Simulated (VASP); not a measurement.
The system is SrO.

```xyz
4
Lattice="3.4378 0.0000 0.0000 -1.7189 2.9772 0.0000 0.0000 0.0000 6.0349" Properties=species:S:1:pos:R:3 pbc="T T T"
Sr    0.0000    0.0000    0.0000
Sr    0.0000    0.0000    3.0175
O     0.0000    1.9848    1.5087
O     1.7189    0.9924    4.5262
```

This cell differs from its parent crystal: strain -3.5%.

Base run:

| Quantity | Value |
| --- | --- |
| Program | VASP 6.6.1 |
| Functional | r2SCAN |
| Potentials or basis | VASP PAW PBE potentials, release 64 (Sr_sv, O) |
| Cutoff | 520 eV |
| k mesh | 12 × 12 × 4 |
| Occupations | gaussian, width 0.01 eV |
| Spin | no spin polarisation |

Its results: band gap on the k mesh 4.00 eV (least direct gap 4.12 eV); pressure 13.3 GPa.

**Question.** The run is repeated on the same cell with these changes: functional from r2SCAN to PBE; occupations from gaussian, width 0.01 eV to fermi-dirac, width 0.02 eV. What comes out?

**Answer.** Band gap on the k mesh 3.48 eV (least direct gap 3.59 eV); pressure 15.1 GPa.

Caveats: the cell stands under pressure; the PAW data sets were made with another functional, which shifts forces and pressure a little (at least some runs).

A k mesh can miss the band edges.
